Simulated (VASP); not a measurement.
AlNi: single point with PBEsol

AlNi:

```
CELL_PARAMETERS angstrom
1.92002 -1.94256 -0.00378
1.95123 1.97354 0.02550
0.01736 0.02323 3.17529
ATOMIC_POSITIONS crystal
Al 0.99577 0.02035 0.99188
Ni 0.50005 0.49469 0.49629
```

| Item | Value |
| --- | --- |
| Program | VASP 6.6.1 |
| Task | single point |
| Functional | PBEsol |
| Potentials or basis | VASP PAW PBE potentials, release 64 (Al, Ni_sv_GW) |
| Cutoff | 690 eV |
| k mesh | 1 × 1 × 1 |
| Occupations | gaussian, width 0.1 eV |
| Spin | no spin polarisation |

```yaml
Pressure: -7.7 GPa
Largest_force: 0.095 eV/Å
Band_gap_on_the_k_mesh: zero (an odd number of electrons rules out a gap without spin polarisation)
```

Forces on the atoms (eV/Å):
```
Al  -0.054 -0.072  0.032
Ni   0.054  0.072 -0.032
```

Stress tensor (GPa, compression positive):
```
-62.54  -1.18  -0.42
 -1.18 -61.74  -0.47
 -0.42  -0.47 101.28
```

Levels at points of the mesh, in eV from the Fermi level:
| k point | band 8 | band 9 | band 10 | band 11 | band 12 | band 13 |
| --- | --- | --- | --- | --- | --- | --- |
| (0.00, 0.00, 0.00) | -1.74 | -1.63 | -1.04 | 0.00 | 4.35 | 5.00 |

Run time: 8.3 s on 1 thread of Intel(R) Xeon(R) Platinum 8175M CPU @ 2.50GHz (Skylake/Cascade Lake) (shared host), peak memory 0.14 GiB.

Caveat: the k points lie up to 2.30 Å⁻¹ apart, too coarse for converged energies and pressures of a metal; the PAW data sets were made with another functional, which shifts forces and pressure a little. Spin polarisation is off, so any magnetic state and its effect on volume and gap are missing.
